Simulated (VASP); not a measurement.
# Se (R-3m) in VASP: a series of runs, part 2 of 2

VASP 6.6.1. The steps go on from the part before.

## 3. Single point, PBE

This run uses another cell than the first one, of 11.32 Å³/atom.

File INCAR:

```
SYSTEM = Se
ALGO = Normal
EDIFF = 1E-6
ENCUT = 500
GGA = PE
GGA_COMPAT = .False.
ISIF = 2
ISMEAR = 1
LASPH = .True.
LCHARG = .False.
LREAL = .False.
LWAVE = .False.
NBANDS = 9
NELM = 120
PREC = Accurate
SIGMA = 0.1
```

File KPOINTS:

```
k-points
0
Gamma
  11 11 11
  0 0 0
```

File POSCAR:

```
Se
1.0
    1.9250000000      1.1113990000      0.8816670000
   -1.9250000000      1.1113990000      0.8816670000
    0.0000000000     -2.2227990000      0.8816670000
Se
1
Direct
    0.0000000000      0.0000000000      0.0000000000
```

Potentials or basis: VASP PAW PBE potentials, release 64 (Se).

Started as:

```bash
$ cat potpaw_PBE.64/Se/POTCAR > POTCAR
$ mpirun -np 1 vasp_std > vasp.out
```

OUTCAR:

```text
SYSTEM = Se
   EDIFF = 1E-6
   ENCUT = 500
   GGA = PE
   ISIF = 2
   ISMEAR = 1
   LASPH = .True.
   LREAL = .False.
   NELM = 120
   PREC = Accurate

 ion  position               nearest neighbor table
   1  0.000  0.000  0.000-

  LATTYP: Found a trigonal (rhomboedric) cell.
 ALAT       =     2.3912699750
 COS(alpha) =    -0.2960876750

  Lattice vectors:

 A1 = (   1.9250000000,   1.1113990000,   0.8816670000)
 A2 = (  -1.9250000000,   1.1113990000,   0.8816670000)
 A3 = (   0.0000000000,  -2.2227990000,   0.8816670000)

Analysis of symmetry for initial positions (statically):
=====================================================================
 Subroutine PRICEL returns:
 Original cell was already a primitive cell.

 Routine SETGRP: Setting up the symmetry group for a
 trigonal (rhombohedral) supercell.

 Subroutine GETGRP returns: Found 12 space group operations
 (whereof 12 operations were pure point group operations)
 out of a pool of 12 trial point group operations.
[... 156 lines left out ...]
  ext. energy  EPLUGINS =         0.00000000
  ---------------------------------------------------
  free energy    TOTEN  =        -0.27517184 eV

  energy without entropy =       -0.27525538  energy(sigma->0) =       -0.27519968

 E-fermi :  14.8152     XC(G=0): -13.4426

 val. band max:       14.7920830259   @ k =  -0.4545   0.2727   0.1818
 cond. band min:      14.8215553200   @ k =   0.2727   0.0909   0.0909
 fundamental gap:      0.0294722940
 Fermi energy:        14.8151913350

 k-point     1 :       0.0000    0.0000    0.0000
  band No.  band energies     occupation
      1      -8.7834      2.00000
      2      20.3965      0.00000
      3      22.6679      0.00000
      4      22.6679      0.00000
      5      27.2673      0.00000
      6      27.2673      0.00000
      7      29.7199      0.00000
      8      33.3923      0.00000
      9      33.3929      0.00000
[... 265 lines left out ...]
 k-point    24 :      -0.1818    0.1818    0.0000
  band No.  band energies     occupation
      1      -7.4501      2.00000
      2      16.8021     -0.00000
      3      17.4028      0.00000
      4      21.5188      0.00000
      5      23.9895      0.00000
      6      27.5931      0.00000
      7      30.0188      0.00000
      8      30.2443      0.00000
      9      33.4311      0.00000

 [... further k-points ...]
[... 5 lines left out ...]
  --------------------------------------------------------------------------------------
  -------------------------------------------------------------------------------------
  Total       11.7129674     11.7129688     10.8322587      0.0000000     -0.0000041      0.0000000
  in kB     1658.1385417   1658.1387360   1533.4615909      0.0000000     -0.0005798      0.0000000
  external PRESSURE =    1616.5796229 kB  Pullay stress =       0.0000000 kB

 VOLUME and BASIS-vectors are now :
 -----------------------------------------------------------------------------
  energy-cutoff  :      500.00
  volume of cell :       11.32
      direct lattice vectors                 reciprocal lattice vectors
     1.925000000  1.111399000  0.881667000     0.259740260  0.149961100  0.378071747
    -1.925000000  1.111399000  0.881667000    -0.259740260  0.149961100  0.378071747
     0.000000000 -2.222799000  0.881667000     0.000000000 -0.299922200  0.378071577

 POSITION                                       TOTAL-FORCE (eV/Angst)
 -----------------------------------------------------------------------------------
      0.00000      0.00000      0.00000         0.000000     -0.000000      0.000000
 -----------------------------------------------------------------------------------
    total drift:                                0.000000     -0.000000      0.000000

  FREE ENERGIE OF THE ION-ELECTRON SYSTEM (eV)
  ---------------------------------------------------
  free  energy   TOTEN  =        -0.2751718360 eV

  energy  without entropy=       -0.2752553809  energy(sigma->0) =       -0.27519968
```

OSZICAR:

```text
N       E                     dE             d eps       ncg     rms          rms(c)
DAV:   1     0.113151005598E+02    0.11315E+02   -0.33794E+03  2684   0.599E+02
DAV:   2    -0.130184022455E+00   -0.11445E+02   -0.11049E+02  3710   0.847E+01
DAV:   3    -0.298559452732E+00   -0.16838E+00   -0.16814E+00  3223   0.852E+00
DAV:   4    -0.298695573089E+00   -0.13612E-03   -0.13611E-03  3510   0.242E-01
DAV:   5    -0.298695601810E+00   -0.28721E-07   -0.27816E-07  3141   0.327E-03    0.107E+01
DAV:   6    -0.283040271795E+00    0.15655E-01   -0.23729E-03  3209   0.335E-01    0.649E+00
DAV:   7    -0.275219994325E+00    0.78203E-02   -0.42072E-03  3341   0.482E-01    0.795E-02
DAV:   8    -0.275173286077E+00    0.46708E-04   -0.73317E-05  2934   0.539E-02    0.177E-02
DAV:   9    -0.275171975964E+00    0.13101E-05   -0.54886E-06  3575   0.147E-02    0.396E-03
DAV:  10    -0.275171836035E+00    0.13993E-06   -0.10799E-07  1640   0.290E-03
   1 F= -.27517184E+00 E0= -.27519968E+00  d E =0.835449E-04
```

stdout:

```text
POSCAR found type information on POSCAR Se
 POSCAR found :  1 types and       1 ions
 scaLAPACK will be used
 LDA part: xc-table for (Slater+PW92), standard interpolation
 POSCAR, INCAR and KPOINTS ok, starting setup
 FFT: planning ... GRIDC
 FFT: planning ... GRID_SOFT
 FFT: planning ... GRID
 WAVECAR not read
 entering main loop
```

Run time: 10 s. Hardware: 1 thread of Intel Xeon 8259CL, shared host; peak memory 0.1 GiB.

Results:

| Quantity | Value |
| --- | --- |
| Free energy | -0.2752 eV |
| Pressure | 161.7 GPa |
| Band gap on the k mesh | zero (bands 3 and 4 overlap by 14.84 eV) |

Levels at points of the mesh, in eV from the Fermi level:
```
           k point  band 1  band 2  band 3  band 4  band 5  band 6
(0.00, 0.00, 0.00)  -23.60    5.58    7.85    7.85   12.45   12.45
```

Caveat: the stress differs along the axes, from 153 to 166 GPa.

## 4. Single point, PBE

This run uses another cell than the first one, of 11.60 Å³/atom.

File INCAR:

```
SYSTEM = Se
ALGO = Normal
EDIFF = 1E-6
ENCUT = 500
GGA = PE
GGA_COMPAT = .FALSE.
ISIF = 2
ISMEAR = 1
LASPH = .TRUE.
LCHARG = .FALSE.
LREAL = .FALSE.
LWAVE = .FALSE.
NBANDS = 9
NELM = 120
PREC = Accurate
SIGMA = 0.1
```

File KPOINTS:

```
k-points
0
G
  11 11 11
  0 0 0
```

File POSCAR:

```
Se
1.0
    1.9409098124      1.1205845323      0.8889538346
   -1.9409098124      1.1205845323      0.8889538346
    0.0000000000     -2.2411700728      0.8889538346
Se
1
Direct
    0.0000000000      0.0000000000      0.0000000000
```

Potentials or basis: VASP PAW PBE potentials, release 64 (Se).

Started as:

```bash
$ cat potpaw_PBE.64/Se/POTCAR > POTCAR
$ mpirun -np 1 vasp_std > vasp.out
```

OUTCAR:

```text
SYSTEM = Se
   EDIFF = 1E-6
   ENCUT = 500
   GGA = PE
   ISIF = 2
   ISMEAR = 1
   LASPH = .TRUE.
   LREAL = .FALSE.
   NELM = 120
   PREC = Accurate

 ion  position               nearest neighbor table
   1  0.000  0.000  0.000-

  LATTYP: Found a trigonal (rhomboedric) cell.
 ALAT       =     2.4110334330
 COS(alpha) =    -0.2960876750

  Lattice vectors:

 A1 = (   1.9409098124,   1.1205845323,   0.8889538346)
 A2 = (  -1.9409098124,   1.1205845323,   0.8889538346)
 A3 = (   0.0000000000,  -2.2411700728,   0.8889538346)

Analysis of symmetry for initial positions (statically):
=====================================================================
 Subroutine PRICEL returns:
 Original cell was already a primitive cell.

 Routine SETGRP: Setting up the symmetry group for a
 trigonal (rhombohedral) supercell.

 Subroutine GETGRP returns: Found 12 space group operations
 (whereof 12 operations were pure point group operations)
 out of a pool of 12 trial point group operations.
[... 156 lines left out ...]
  ext. energy  EPLUGINS =         0.00000000
  ---------------------------------------------------
  free energy    TOTEN  =        -0.54731541 eV

  energy without entropy =       -0.54703578  energy(sigma->0) =       -0.54722220

 E-fermi :  14.3457     XC(G=0): -13.3160

 val. band max:       14.2774233610   @ k =   0.3636   0.0909   0.0909
 cond. band min:      14.3510543997   @ k =  -0.4545   0.2727   0.1818
 fundamental gap:      0.0736310386
 Fermi energy:        14.3457230070

 k-point     1 :       0.0000    0.0000    0.0000
  band No.  band energies     occupation
      1      -8.8627      2.00000
      2      19.7014      0.00000
      3      21.9230      0.00000
      4      21.9230      0.00000
      5      26.7189      0.00000
      6      26.7190      0.00000
      7      29.1034      0.00000
      8      32.8361      0.00000
      9      32.8378      0.00000
[... 265 lines left out ...]
 k-point    24 :      -0.1818    0.1818    0.0000
  band No.  band energies     occupation
      1      -7.5553      2.00000
      2      16.2070     -0.00000
      3      16.8340      0.00000
      4      20.8102      0.00000
      5      23.5316      0.00000
      6      27.0042      0.00000
      7      29.4826      0.00000
      8      29.6482      0.00000
      9      32.7290      0.00000

 [... further k-points ...]
[... 5 lines left out ...]
  --------------------------------------------------------------------------------------
  -------------------------------------------------------------------------------------
  Total       10.8725483     10.8725496     10.1407208     -0.0000000     -0.0000038     -0.0000000
  in kB     1501.6245505   1501.6247266   1400.5507168     -0.0000000     -0.0005295     -0.0000000
  external PRESSURE =    1467.9333313 kB  Pullay stress =       0.0000000 kB

 VOLUME and BASIS-vectors are now :
 -----------------------------------------------------------------------------
  energy-cutoff  :      500.00
  volume of cell :       11.60
      direct lattice vectors                 reciprocal lattice vectors
     1.940909812  1.120584532  0.888953835     0.257611145  0.148731855  0.374972659
    -1.940909812  1.120584532  0.888953835    -0.257611145  0.148731855  0.374972659
     0.000000000 -2.241170073  0.888953835     0.000000000 -0.297463711  0.374972491

 POSITION                                       TOTAL-FORCE (eV/Angst)
 -----------------------------------------------------------------------------------
      0.00000      0.00000      0.00000         0.000000      0.000000      0.000000
 -----------------------------------------------------------------------------------
    total drift:                                0.000000     -0.000000     -0.000000

  FREE ENERGIE OF THE ION-ELECTRON SYSTEM (eV)
  ---------------------------------------------------
  free  energy   TOTEN  =        -0.5473154055 eV

  energy  without entropy=       -0.5470357845  energy(sigma->0) =       -0.54722220
```

It took 11 s on 1 thread of Intel Xeon 8259CL, shared host; peak memory 0.1 GiB.

Results:

| Property | Result |
| --- | --- |
| Free energy | -0.5473 eV |
| Pressure | 146.8 GPa |
| Band gap on the k mesh | zero (bands 3 and 4 overlap by 14.36 eV) |

Levels at points of the mesh, in eV from the Fermi level:
```
           k point  band 1  band 2  band 3  band 4  band 5  band 6
(0.00, 0.00, 0.00)  -23.21    5.36    7.58    7.58   12.37   12.37
```

Caveat: the stress differs along the axes, from 140 to 150 GPa.

## 5. Summary

| cell | gap on the mesh (eV) | pressure (GPa) |
| --- | --- | --- |
| a = 2.371 Å, angles 107.2°, 1 atom | none | 178.2 |
| a = 2.391 Å, angles 107.2°, 1 atom | none | 161.7 |
| a = 2.411 Å, angles 107.2°, 1 atom | none | 146.8 |

Alike in all rows: task single point; level PBE; potentials or basis VASP PAW PBE potentials, release 64 (Se); no spin polarisation; k mesh 11 × 11 × 11; cutoff (eV) 500; smearing methfessel-paxton 0.1 eV.

Caveats: the stress differs along the axes, from 168 to 183 GPa (at least some runs); the stress differs along the axes, from 153 to 166 GPa (at least some runs); the stress differs along the axes, from 140 to 150 GPa (at least some runs).

Total energies depend on the potentials used, so only differences within one code and one set of settings carry meaning.

The gap in the log of VASP goes by the Fermi energy; the results here count the filled bands.